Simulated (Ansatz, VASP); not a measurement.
## Bi: VASP beside Ansatz

```
Bi
1.0
     5.94150    0.00000    0.00000
    -2.97075    5.14549    0.00000
     0.00000    0.00000    3.49042
Bi
3
Direct
  0.00000 0.00000 0.00000
  0.33333 0.66667 0.50000
  0.66667 0.33333 0.50000
```

Alike in both runs: task single point; functional RPBE; k mesh 7 × 7 × 10; occupations fermi-dirac, width 0.1 eV; no spin polarisation.

|  | VASP | Ansatz |
| --- | --- | --- |
| version | VASP 6.6.1 | Ansatz 0.2.0 |
| potentials or method | VASP PAW PBE potentials, release 64 (Bi_d), cutoff 520 eV | plane waves (420 eV) with PAW, scalar-relativistic |
| valence electrons in the cell | 45 | 45 |

Ansatz gave:

* pressure (GPa): -2.9

Q: Estimate VASP's values.

A: Pressure (GPa): -3.0.

VASP's potentials were made for PBE, not for RPBE.

Spin-orbit coupling is off throughout.
